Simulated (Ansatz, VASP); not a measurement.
**Zn: VASP beside Ansatz**

```
Zn
1.0
    -1.14254    1.58538    1.58538
     1.58538   -1.14254    1.58538
     1.58538    1.58538   -1.14254
Zn
1
Direct
  0.00000 0.00000 0.00000
```

Alike in both runs: task single point; functional PBEsol; k mesh 22 × 22 × 22; occupations gaussian, width 0.15 eV; no spin polarisation.

|  | VASP | Ansatz |
| --- | --- | --- |
| version | VASP 6.6.1 | Ansatz 0.2.0 |
| potentials or method | VASP PAW PBE potentials, release 64 (Zn), cutoff 520 eV | scalar-relativistic, plane waves, PAW |
| valence electrons in the cell | 12 | 12 |

|  | VASP | Ansatz | Ansatz less VASP |
| --- | --- | --- | --- |
| gap on the k mesh at the Fermi level (eV) | none | none | - |
| pressure (GPa) | 4.8 | 4.3 | -0.44 |
| traceless stress, the component that is largest in VASP (GPa) | -3.37 | -3.32 | +0.054 |

VASP's potentials were made for PBE, not for PBEsol. A gap of «none» marks a metal or a gap that the smearing closes. With one functional, cell and mesh, what is left measures potentials, basis and numerics.
